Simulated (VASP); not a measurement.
Set up this calculation in VASP 6.6.1, as the native input.

```yaml
Task: single point
Functional: PBE
Potentials_or_basis: VASP PAW PBE potentials, release 64 (Al)
Cutoff: 520 eV
k_mesh: 12 × 12 × 17
Occupations: gaussian, width 0.1 eV
Spin: no spin polarisation
Dipole_correction: no
Further_INCAR_settings: ALGO = Normal; EDIFF = 1e-06; NBANDS = 8
```

The structure of Al lies in POSCAR:

```
Al
1.0
    2.9076391747     -0.0000086905      0.0071089837
   -0.0000086905      2.9076391747      0.0071089837
    1.4586519927      1.4586519927      1.9765726306
Al
1
Direct
    0.0000000000      0.0000000000      0.0000000000
```

One way to write it, as run:

INCAR

```
SYSTEM = Al
PREC = Accurate
ENCUT = 520
EDIFF = 1E-6
ISMEAR = 0
SIGMA = 0.1
LREAL = .False.
LASPH = .True.
NELM = 80
ALGO = Normal
ISIF = 2
LWAVE = .False.
LCHARG = .True.
GGA = PE
LELF = .True.
LVHAR = .True.
NBANDS = 8
```

KPOINTS

```
regular mesh
0
Gamma
  12 12 17
  0 0 0
```

Potentials or basis: VASP PAW PBE potentials, release 64 (Al).

The run is started by

```sh
$ cat potpaw_PBE.64/Al/POTCAR > POTCAR
$ mpirun -np 1 vasp_std > vasp.out
```

Results of the run:

* Pressure: -0.7 GPa

Wall time 27 s on 1 thread of Intel(R) Xeon(R) 6975P-C (Granite Rapids), on a shared host, peak memory 0.19 GiB.
